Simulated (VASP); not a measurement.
# NaH (Fm-3m) in VASP: further runs

Runs on NaH. Level: r2SCAN. Tasks: single point.

Program: VASP 6.6.1. These are calculated values, not measurements. Logs are shortened: lines on timing, memory, paths and dates and some standing lists are left out, and cuts for length are marked.

### 1 The cell of the first run

It takes space group Fm-3m (No. 225, cubic). Conventional cell: a = 4.696 Å, b = 4.696 Å, c = 4.696 Å, α = 90.00°, β = 90.00°, γ = 90.00°. Na (site symmetry m-3m) has 6 H at 2.35 Å within 3.1 Å. H (site symmetry m-3m) has 6 Na at 2.35 Å within 3.1 Å.

### 2 Single point, r2SCAN (volume 12.946 Å^3 an atom, c/a of the conventional cell 1.0000)

Contents of POSCAR:

```
NaH
1.0
    0.0000000000      2.3480744752      2.3480744752
    2.3480744752      0.0000000000      2.3480744752
    2.3480744752      2.3480744752      0.0000000000
Na H
1 1
Direct
    0.0000000000      0.0000000000      0.0000000000
    0.5000000000      0.5000000000      0.5000000000
```

Contents of INCAR.step1:

```
SYSTEM = NaH
ALGO     = Normal         ! electronic algorithm
EDIFF    = 1E-4           ! SCF threshold, eV
ENCUT    = 520            ! plane-wave cutoff, eV
GGA      = PE             ! functional
ISMEAR   = -1             ! smearing method
LASPH    = .True.         ! aspherical terms in the spheres
LCHARG   = .False.        ! write CHGCAR
LREAL    = .False.        ! projectors in reciprocal space
LWAVE    = .True.         ! write WAVECAR
NBANDS   = 11             ! bands
NELM     = 80             ! most SCF steps
PREC     = Accurate       ! precision mode
SIGMA    = 0.2            ! smearing width, eV
```

Contents of INCAR.step2:

```
SYSTEM = NaH
ALGO     = Normal         ! electronic algorithm
EDIFF    = 1E-7           ! SCF threshold, eV
ENCUT    = 520            ! plane-wave cutoff, eV
ISIF     = 2              ! what is computed and relaxed
ISMEAR   = -1             ! smearing method
ISTART   = 1            
LASPH    = .True.         ! aspherical terms in the spheres
LCHARG   = .False.        ! write CHGCAR
LMIXTAU  = .True.       
LREAL    = .False.        ! projectors in reciprocal space
LWAVE    = .False.        ! write WAVECAR
METAGGA  = R2SCAN         ! meta-GGA
NBANDS   = 11             ! bands
NELM     = 80             ! most SCF steps
PREC     = Accurate       ! precision mode
SIGMA    = 0.2            ! smearing width, eV
```

Contents of KPOINTS:

```
k-points
0
Gamma
  10 10 10
  0 0 0
```

Potentials or basis: VASP PAW PBE potentials, release 64 (Na_pv, H).

Run with:

```
cat potpaw_PBE.64/Na_pv/POTCAR potpaw_PBE.64/H/POTCAR > POTCAR
cp INCAR.step1 INCAR
mpirun -np 1 vasp_std > vasp.out
cp INCAR.step2 INCAR
mpirun -np 1 vasp_std > vasp.out
```

OUTCAR:

```text
SYSTEM = NaH
   EDIFF = 1E-7
   ENCUT = 520
   ISIF = 2
   ISMEAR = -1
   ISTART = 1
   LASPH = .True.
   LREAL = .False.
   METAGGA = R2SCAN
   NELM = 80
   PREC = Accurate

 ion  position               nearest neighbor table
   1  0.000  0.000  0.000-
   2  0.500  0.500  0.500-

  LATTYP: Found a face centered cubic cell.
 ALAT       =     4.6961489504

  Lattice vectors:

 A1 = (   0.0000000000,   2.3480744752,   2.3480744752)
 A2 = (   2.3480744752,   0.0000000000,   2.3480744752)
 A3 = (   2.3480744752,   2.3480744752,   0.0000000000)

Analysis of symmetry for initial positions (statically):
=====================================================================
 Subroutine PRICEL returns:
 Original cell was already a primitive cell.

 Routine SETGRP: Setting up the symmetry group for a
 face centered cubic supercell.

 Subroutine GETGRP returns: Found 48 space group operations
 (whereof 48 operations were pure point group operations)
 out of a pool of 48 trial point group operations.

The static configuration has the point symmetry O_h .

Analysis of symmetry for dynamics (positions and initial velocities):
=====================================================================
 Subroutine PRICEL returns:
 Original cell was already a primitive cell.

 Routine SETGRP: Setting up the symmetry group for a
 face centered cubic supercell.

 Subroutine GETGRP returns: Found 48 space group operations
 (whereof 48 operations were pure point group operations)
 out of a pool of 48 trial point group operations.

The dynamic configuration has the point symmetry O_h .

 Subroutine INISYM returns: Found 48 space group operations
 (whereof 48 operations are pure point group operations),
 and found     1 'primitive' translations

----------------------------------------------------------------------------------------

                                     Primitive cell

  volume of cell :      25.8920

  direct lattice vectors                    reciprocal lattice vectors
     0.000000000  2.348074475  2.348074475    -0.212940435  0.212940435  0.212940435
     2.348074475  0.000000000  2.348074475     0.212940435 -0.212940435  0.212940435
     2.348074475  2.348074475  0.000000000     0.212940435  0.212940435 -0.212940435

  length of vectors
     3.320678768  3.320678768  3.320678768     0.368823652  0.368823652  0.368823652

  position of ions in fractional coordinates (direct lattice)
     0.000000000  0.000000000  0.000000000
     0.500000000  0.500000000  0.500000000

  ion indices of the primitive-cell ions
   primitive index   ion index
                 1           1
                 2           2

----------------------------------------------------------------------------------------

 KPOINTS: k-points

Automatic generation of k-mesh.
 Grid dimensions read from file:
 generate k-points for:   10   10   10

 Generating k-lattice:

  Cartesian coordinates                     Fractional coordinates (reciprocal lattice)
    -0.021294043  0.021294043  0.021294043     0.100000000  0.000000000  0.000000000
     0.021294043 -0.021294043  0.021294043     0.000000000  0.100000000  0.000000000
     0.021294043  0.021294043 -0.021294043     0.000000000  0.000000000  0.100000000

  Length of vectors
     0.036882365  0.036882365  0.036882365

  Shift w.r.t. Gamma in fractional coordinates (k-lattice)
     0.000000000  0.000000000  0.000000000

 Subroutine IBZKPT returns following result:
 ===========================================

 Found     47 irreducible k-points:

 Following reciprocal coordinates:
            Coordinates               Weight
  0.000000  0.000000  0.000000      1.000000
  0.100000  0.000000  0.000000      8.000000
  0.200000  0.000000  0.000000      8.000000
  0.300000  0.000000  0.000000      8.000000
  0.400000  0.000000  0.000000      8.000000
  0.500000  0.000000  0.000000      4.000000
[... 16 lines left out ...]
  0.300000  0.300000  0.000000      6.000000
  0.400000  0.300000  0.000000     24.000000
 [... further k-points ...]
   k-points           NKPTS =     47   k-points in BZ     NKDIM =     47   number of bands    NBANDS=     11
   number of dos      NEDOS =    301   number of ions     NIONS =      2
   total plane-waves  NPLWV =  21952
   dimension x,y,z NGX =    28 NGY =   28 NGZ =   28
   dimension x,y,z NGXF=    56 NGYF=   56 NGZF=   56
   ions per type =               1   1
   NGX,Y,Z   is equivalent  to a cutoff of  14.02, 14.02, 14.02 a.u.
   NGXF,Y,Z  is equivalent  to a cutoff of  28.04, 28.04, 28.04 a.u.
 SYSTEM =  NaH
   PREC   = accura    normal or accurate (medium, high low for compatibility)
   ISTART =      1    job   : 0-new  1-cont  2-samecut
   ICHARG =      0    charge: 1-file 2-atom 10-const
   ISPIN  =      1    spin polarized calculation?
   LNONCOLLINEAR =      F non collinear calculations
   LSORBIT =      F    spin-orbit coupling
   LASPH  =      T    aspherical Exc in radial PAW
   ENCUT  =  520.0 eV  38.22 Ry    6.18 a.u.   6.17  6.17  6.17*2*pi/ulx,y,z
   NELM   =     80;   NELMIN=  2; NELMDL=  0     # of ELM steps
   EDIFF  = 0.1E-06   stopping-criterion for ELM
   LREAL  =      F    real-space projection
   EDIFFG = 0.1E-05   stopping-criterion for IOM
   NSW    =      0    number of steps for IOM
   IBRION =     -1    ionic relax: 0-MD 1-quasi-New 2-CG
   NFREE  =      0    steps in history (QN), initial steepest desc. (CG)
   ISIF   =      2    stress and relaxation
   ISYM   =      2    0-nonsym 1-usesym 2-fastsym
   POTIM  = 0.5000    time-step for ionic-motion
   TEBEG  =    0.0;   TEEND  =   0.0 temperature during run
   PSTRESS=    0.0 pullay stress
   NELECT =       8.0000    total number of electrons
   NUPDOWN=      -1.0000    fix difference up-down
   EMIN   =  10.00;   EMAX   =-10.00  energy-range for DOS
   EFERMI =   0.00;   METHOD = LEGACY
   ISMEAR =    -1;   SIGMA  =   0.20  broadening in eV -4-tet -1-fermi 0-gaus
   EFERMI_NEDOS =   21; number of points for ismear=-14 and -15
   IALGO  =     38    algorithm
   IMIX   =      4    mixing-type and parameters
     AMIX     =   0.40;   BMIX     =  1.00
     AMIX_MAG =   1.60;   BMIX_MAG =  1.00
  volume/ion in A,a.u.               =      12.95        87.36
  Fermi-wavevector in a.u.,A,eV,Ry     =   1.106750  2.091455 16.665723  1.224896
  Thomas-Fermi vector in A             =   2.243255
   LORBIT       =      0    0 simple, 1 ext, 2 COOP (PROOUT), +10 PAW based schemes
   METAGGA = R2SCAN    functional components
   LHFCALC =     F    Hartree Fock is set to
   AEXX    =    0.0000 exact exchange contribution
   IVDW    =     0    specifies the selected vdW correction
   LEPSILON=     F    determine dielectric tensor
   LRPA    =     F    only Hartree local field effects (RPA)
 non-spin polarized calculation
  energy-cutoff  :      520.00
  volume of cell :       25.89
 maximum number of plane-waves:       725
 NGX is ok and might be reduce to    28
   NGX = 13   NGY = 13   NGZ = 13

 number of electron       8.0000005 magnetization

 Free energy of the ion-electron system (eV)
  ---------------------------------------------------
  ext. energy  EPLUGINS =         0.00000000
  ---------------------------------------------------
  free energy    TOTEN  =        -7.59622795 eV

  energy without entropy =       -7.59622267  energy(sigma->0) =       -7.59622531

 E-fermi :   1.2817     XC(G=0):  -8.4621

 val. band max:       -1.2004423092   @ k =  -0.3000   0.5000   0.2000
 cond. band min:       3.3438866968   @ k =   0.5000   0.0000   0.0000
 fundamental gap:      4.5443290061
 Fermi energy:         1.2817491328

 k-point     1 :       0.0000    0.0000    0.0000
  band No.  band energies     occupation
      1     -23.9242      2.00000
      2     -23.9238      2.00000
      3     -23.9238      2.00000
      4      -4.9737      2.00000
      5      11.0722      0.00000
      6      15.8279      0.00000
      7      15.8279      0.00000
      8      15.8280      0.00000
      9      16.9775      0.00000
     10      16.9775      0.00000
     11      16.9775      0.00000

 k-point     2 :       0.1000    0.0000    0.0000
  band No.  band energies     occupation
      1     -23.9354      2.00000
      2     -23.9254      2.00000
      3     -23.9251      2.00000
      4      -4.7872      2.00000
      5      10.3298      0.00000
      6      13.6960      0.00000
      7      15.2265      0.00000
      8      15.2267      0.00000
      9      17.6226      0.00000
     10      17.6228      0.00000
     11      18.0009      0.00000

 k-point     3 :       0.2000    0.0000    0.0000
  band No.  band energies     occupation
      1     -23.9655      2.00000
      2     -23.9288      2.00000
      3     -23.9285      2.00000
      4      -4.2474      2.00000
      5       8.3102      0.00000
      6      12.2605      0.00000
      7      14.4336      0.00000
      8      14.4340      0.00000
      9      18.1256      0.00000
     10      18.1263      0.00000
     11      19.2366      0.00000

 k-point     4 :       0.3000    0.0000    0.0000
  band No.  band energies     occupation
      1     -24.0023      2.00000
      2     -23.9330      2.00000
      3     -23.9326      2.00000
      4      -3.4262      2.00000
      5       6.0057      0.00000
      6      11.5747      0.00000
      7      13.8097      0.00000
      8      13.8103      0.00000
      9      17.8613      0.00000
     10      17.8624      0.00000
     11      20.1543      0.00000
[... 239 lines left out ...]
 k-point    22 :      -0.2000    0.2000    0.0000
  band No.  band energies     occupation
      1     -23.9961      2.00000
      2     -23.9541      2.00000
      3     -23.9321      2.00000
      4      -3.1733      2.00000
      5       6.5769      0.00000
      6       8.5267      0.00000
      7      14.0746      0.00000
      8      14.6884      0.00000
      9      18.0385      0.00000
     10      19.2274      0.00000
     11      19.4147      0.00000

 k-point    23 :       0.3000    0.3000    0.0000
  band No.  band energies     occupation
      1     -23.9955      2.00000
      2     -23.9498      2.00000
      3     -23.9496      2.00000
      4      -2.9901      2.00000
      5       6.4659      0.00000
      6      10.9569      0.00000
      7      11.6180      0.00000
      8      11.6180      0.00000
      9      14.7470      0.00000
     10      21.7482      0.00000
     11      23.8587      0.00000

 k-point    24 :       0.4000    0.3000    0.0000
  band No.  band energies     occupation
      1     -24.0100      2.00000
      2     -23.9575      2.00000
      3     -23.9542      2.00000
      4      -2.3476      2.00000
      5       5.5421      0.00000
      6       9.1389      0.00000
      7      11.3338      0.00000
      8      12.3154      0.00000
      9      14.7651      0.00000
     10      22.0712      0.00000
     11      23.4795      0.00000

 [... further k-points ...]

------------------------ aborting loop because EDIFF is reached ----------------------------------------

  FORCE on cell =-STRESS in cart. coord.  units (eV):
  Direction    XX          YY          ZZ          XY          YZ          ZX
  --------------------------------------------------------------------------------------
  -------------------------------------------------------------------------------------
  Total        0.2465870      0.2465870      0.2465870     -0.0000000      0.0000000      0.0000000
  in kB       15.2586155     15.2586155     15.2586155     -0.0000000      0.0000000      0.0000000
  external PRESSURE =      15.2586155 kB  Pullay stress =       0.0000000 kB

 VOLUME and BASIS-vectors are now :
 -----------------------------------------------------------------------------
  energy-cutoff  :      520.00
  volume of cell :       25.89
      direct lattice vectors                 reciprocal lattice vectors
     0.000000000  2.348074475  2.348074475    -0.212940435  0.212940435  0.212940435
     2.348074475  0.000000000  2.348074475     0.212940435 -0.212940435  0.212940435
     2.348074475  2.348074475  0.000000000     0.212940435  0.212940435 -0.212940435

 POSITION                                       TOTAL-FORCE (eV/Angst)
 -----------------------------------------------------------------------------------
      0.00000      0.00000      0.00000         0.000000      0.000000      0.000000
      2.34807      2.34807      2.34807        -0.000000     -0.000000     -0.000000
 -----------------------------------------------------------------------------------
    total drift:                               -0.000000     -0.000000     -0.000000

  FREE ENERGIE OF THE ION-ELECTRON SYSTEM (eV)
  ---------------------------------------------------
  free  energy   TOTEN  =        -7.5962279488 eV

  energy  without entropy=       -7.5962226661  energy(sigma->0) =       -7.59622531
```

It took 72 s on 1 thread of Intel Xeon Platinum 8259CL at 2.50GHz (Skylake/Cascade Lake), shared host; peak memory 0.16 GiB.

What came out:

| Quantity | Value |
| --- | --- |
| Free energy | -7.5962 eV |
| Pressure | 1.5 GPa |
| Band gap on the k mesh | 4.54 eV, indirect (least direct gap 5.39 eV) |

Caveat: the cell differs from its parent crystal (volume 12.946 Å^3 an atom, c/a of the conventional cell 1.0000); the PAW data sets were made with another functional, which shifts forces and pressure a little. A k mesh can miss the band edges.

### 3 Single point, r2SCAN (volume 13.360 Å^3 an atom, c/a of the conventional cell 1.0000)

Contents of POSCAR:

```
NaH
1.0
    0.0000000000      2.3728419917      2.3728419917
    2.3728419917      0.0000000000      2.3728419917
    2.3728419917      2.3728419917      0.0000000000
Na H
1 1
Direct
    0.0000000000      0.0000000000      0.0000000000
    0.5000000000      0.5000000000      0.5000000000
```

Contents of INCAR.step1:

```
  ALGO = Normal
  EDIFF = 1E-4
  ENCUT = 520
  GGA = PE
  ISMEAR = -1
  LASPH = T
  LCHARG = F
  LREAL = F
  LWAVE = T
  NBANDS = 11
  NELM = 80
  PREC = Accurate
  SIGMA = 0.2
```

Contents of INCAR.step2:

```
  ALGO = Normal
  EDIFF = 1E-7
  ENCUT = 520
  ISIF = 2
  ISMEAR = -1
  ISTART = 1
  LASPH = T
  LCHARG = F
  LMIXTAU = T
  LREAL = F
  LWAVE = F
  METAGGA = R2SCAN
  NBANDS = 11
  NELM = 80
  PREC = Accurate
  SIGMA = 0.2
```

Contents of KPOINTS:

```
k-points
0
Gamma
  10 10 10
```

Potentials or basis: VASP PAW PBE potentials, release 64 (Na_pv, H).

Run with:

```
cat potpaw_PBE.64/Na_pv/POTCAR potpaw_PBE.64/H/POTCAR > POTCAR
cp INCAR.step1 INCAR
mpirun -np 1 vasp_std > vasp.out
cp INCAR.step2 INCAR
mpirun -np 1 vasp_std > vasp.out
```

It took 63 s on 1 thread of Intel Xeon Platinum 8259CL at 2.50GHz (Skylake/Cascade Lake), shared host; peak memory 0.16 GiB.

Results (log left out):

```yaml
Free_energy: -7.6018 eV
Pressure: 0.6 GPa
Band_gap_on_the_k_mesh: 4.49 eV, indirect (least direct gap 5.32 eV)
```

Levels at points of the mesh, in eV from the valence-band top:
```
           k point  band 1  band 2  band 3  band 4  band 5  band 6  band 7  band 8
(0.00, 0.00, 0.00)  -22.78  -22.78  -22.78   -3.68   11.97   16.78   16.78   16.78
(0.50, 0.00, 0.00)  -22.89  -22.79  -22.79   -0.84    4.49   12.10   14.27   14.28
(0.50, 0.50, 0.00)  -22.87  -22.82  -22.82   -0.16    5.33   10.93   11.76   11.76
```

Caveat: the cell differs from its parent crystal (volume 13.360 Å^3 an atom, c/a of the conventional cell 1.0000); the PAW data sets were made with another functional, which shifts forces and pressure a little. A k mesh can miss the band edges.

### 4 Single point, r2SCAN

This run uses another cell than the first one, of 13.77 Å³/atom, 1.064 times its volume.

Contents of POSCAR:

```
NaH
1.0
    0.0000000000      2.3970316378      2.3970316378
    2.3970316378      0.0000000000      2.3970316378
    2.3970316378      2.3970316378      0.0000000000
Na H
1 1
Direct
    0.0000000000      0.0000000000      0.0000000000
    0.5000000000      0.5000000000      0.5000000000
```

Contents of INCAR.step1:

```
PREC = Accurate
ENCUT = 520
ISMEAR = -1
SIGMA = 0.2
LREAL = False
LASPH = True
NELM = 80
NBANDS = 11
GGA = PE
ALGO = Normal
EDIFF = 1E-4
LWAVE = True
LCHARG = False
```

Contents of INCAR.step2:

```
PREC = Accurate
ENCUT = 520
EDIFF = 1E-6
ISMEAR = -1
SIGMA = 0.2
LREAL = False
LASPH = True
NELM = 80
ALGO = Normal
ISIF = 2
LWAVE = False
LCHARG = False
METAGGA = R2SCAN
LMIXTAU = True
NBANDS = 11
ISTART = 1
```

Contents of KPOINTS:

```
Automatic mesh
0
Gamma
  10 10 10
```

Run with:

```
cat potpaw_PBE.64/Na_pv/POTCAR potpaw_PBE.64/H/POTCAR > POTCAR
cp INCAR.step1 INCAR
mpirun -np 1 vasp_std > vasp.out
cp INCAR.step2 INCAR
mpirun -np 1 vasp_std > vasp.out
```

It took 71 s on 1 thread of Intel Xeon Platinum 8259CL at 2.50GHz (Skylake/Cascade Lake), shared host; peak memory 0.16 GiB.

It converged, with:

```yaml
Free_energy: -7.6025 eV
Pressure: -0.3 GPa
Band_gap_on_the_k_mesh: 4.43 eV, indirect (least direct gap 5.26 eV)
```

Levels at points of the mesh, in eV from the valence-band top:
```csv
k point,band 2,band 3,band 4,band 5,band 6,band 7
"(0.00, 0.00, 0.00)",-22.84,-22.84,-3.60,11.68,16.55,16.55
"(0.50, 0.00, 0.00)",-22.85,-22.85,-0.83,4.43,11.88,14.08
"(0.50, 0.50, 0.00)",-22.87,-22.87,-0.16,5.26,10.82,11.56
```

Caveat: the PAW data sets were made with another functional, which shifts forces and pressure a little. r2SCAN opens gaps a little over a GGA but as a rule still falls short of measured ones.

### 5 Summary

```csv
cell,gap on the mesh (eV),pressure (GPa)
"a = 3.321 Å, angles 60.0°, 2 atoms",4.54,1.5
"a = 3.356 Å, angles 60.0°, 2 atoms",4.49,0.6
"a = 3.390 Å, angles 60.0°, 2 atoms",4.43,-0.3
```

Alike in all rows: task single point; level r2SCAN; potentials or basis VASP PAW PBE potentials, release 64 (Na_pv, H); no spin polarisation; k mesh 10 × 10 × 10; cutoff (eV) 520; smearing fermi-dirac 0.2 eV.

Caveats: the PAW data sets were made with another functional, which shifts forces and pressure a little.

Total energies depend on the potentials used, so only differences within one code and one set of settings carry meaning.
